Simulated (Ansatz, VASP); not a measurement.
**One calculation of LiCl, two programs**

```
Li Cl
1.0
     0.01924    2.56476    2.56476
     2.58400    0.00000    2.58400
     2.56476    2.56476    0.01924
Li Cl
1 1
Direct
  0.00000 0.00000 0.00000
  0.50000 0.50000 0.50000
```

Change from the starting cell: strain +0.0150 x Voigt [0, 0, 0, 0, 1, 0], atoms carried along.

Alike in both runs: task single point; functional PBE; k mesh 8 × 8 × 8; occupations gaussian, width 0.05 eV; no spin polarisation.

|  | VASP | Ansatz |
| --- | --- | --- |
| version | VASP 6.6.1 | Ansatz 0.2.0 |
| potentials or method | VASP PAW PBE potentials, release 64 (Li_sv, Cl), cutoff 520 eV | scalar-relativistic, plane waves, PAW |
| valence electrons in the cell | 10 | 10 |

```csv
,VASP,Ansatz,Ansatz less VASP
gap on the k mesh at the Fermi level (eV),6.29,6.28,-0.012
least direct gap on the mesh (eV),6.29,6.28,-0.012
```

With one functional, cell and mesh, what is left measures potentials, basis and numerics.

Noted on VASP's run: the cutoff is short for stress, so the pressure is rough.
